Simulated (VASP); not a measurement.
Wanted: the native input for a VASP 6.6.1 run.

| Property | Result |
| --- | --- |
| Task | single point |
| Functional | RPBE |
| Potentials or basis | VASP PAW PBE potentials, release 64 (Zr_sv, B) |
| Cutoff | 520 eV |
| k mesh | 10 × 10 × 8 |
| Occupations | fermi-dirac, width 0.05 eV |
| Spin | no spin polarisation |
| Dipole correction | no |
| Further INCAR settings | ALGO = Normal; EDIFF = 1e-07; NBANDS = 16 |

The structure of ZrB2 lies in POSCAR:

```
ZrB2
1.0
    3.1858599385      0.0000000000      0.0000000000
   -1.5929299693      2.7590356397      0.0000000000
    0.0000000000      0.0000000000      3.5636085814
Zr B
1 2
Direct
    0.0000000000      0.0000000000      0.0000000000
    0.6666666667      0.3333333333      0.5000000000
    0.3333333333      0.6666666667      0.5000000000
```

The input as run:

INCAR

```
SYSTEM = ZrB2
PREC = Accurate
ENCUT = 520
EDIFF = 1E-7
ISMEAR = -1
SIGMA = 0.05
LREAL = .FALSE.
LASPH = .TRUE.
NELM = 60
ALGO = Normal
ISIF = 2
LWAVE = .FALSE.
LCHARG = .TRUE.
GGA = RP
LELF = .TRUE.
LVHAR = .TRUE.
NBANDS = 16
```

KPOINTS

```
regular mesh
0
G
  10 10 8
  0 0 0
```

Potentials or basis: VASP PAW PBE potentials, release 64 (Zr_sv, B).

Launch:

```sh
$ cat potpaw_PBE.64/Zr_sv/POTCAR potpaw_PBE.64/B/POTCAR > POTCAR
$ mpirun -np 1 vasp_std > vasp.out
```

Results of the run:

```yaml
Pressure: 0.0 GPa
Band_gap_on_the_k_mesh: zero (band 9 reaches 11.01 eV, above the bottom of band 10 at 10.19 eV)
```

Caveat: the PAW data sets were made with another functional, which shifts forces and pressure a little.

It took 19 s on 1 thread of Intel(R) Xeon(R) 6975P-C (Granite Rapids) (shared host), peak memory 0.16 GiB.
